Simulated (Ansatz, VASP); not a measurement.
# SrO in VASP and in Ansatz

INCAR

```
SYSTEM = SrO
PREC = Accurate
ENCUT = 600
EDIFF = 1E-6
ISMEAR = 0
SIGMA = 0.01
LREAL = .False.
LASPH = .True.
NELM = 120
ALGO = Normal
ISIF = 2
LWAVE = .False.
LCHARG = .True.
GGA = PE
LELF = .True.
LVHAR = .True.
NBANDS = 15
GGA_COMPAT = .False.
```

File KPOINTS:

```
Automatic mesh
0
Gamma
  3 3 3
  0 0 0
```

File POSCAR:

```
SrO
1.0
    3.1028650671      0.0000000000      0.0000000000
    0.0000000000      3.1028650671      0.0000000000
    0.0000000000      0.0000000000      3.1028650671
Sr O
1 1
Direct
    0.0000000000      0.0000000000      0.0000000000
    0.5000000000      0.5000000000      0.5000000000
```

Input for Ansatz:

```yaml
crystal:
  lattice:
    - [3.1028650671, 0.0, 0.0]
    - [0.0, 3.1028650671, 0.0]
    - [0.0, 0.0, 3.1028650671]
  atoms:
    - { symbol: Sr, position: [0.0, 0.0, 0.0] }
    - { symbol: O, position: [0.5, 0.5, 0.5] }
kpoints:
  mp_grid: { grid: [3, 3, 3] }
hamiltonian:
  xc: pbe
scf:
  occupations: { method: fixed }
  n_extra_bands: 4
output:
  forces: true
  stress: true
  eigenvalues: true
```

Alike in both runs: task single point; functional PBE; k mesh 3 × 3 × 3; no spin polarisation.

```csv
,VASP,Ansatz
version,VASP 6.6.1,Ansatz 0.2.0
potentials or method,"VASP PAW PBE potentials, release 64 (Sr_sv, O)",plane waves
plane-wave cutoff (eV),600,420
occupations,"gaussian, width 0.01 eV",fixed
valence electrons in the cell,16,16
```

|  | VASP | Ansatz | Ansatz less VASP |
| --- | --- | --- | --- |
| gap on the k mesh at the Fermi level (eV) | 2.77 | 2.81 | +0.046 |
| pressure (GPa) | 3.4 | 2.8 | -0.69 |

The k mesh is coarse, so the values compare programs but aren't converged.
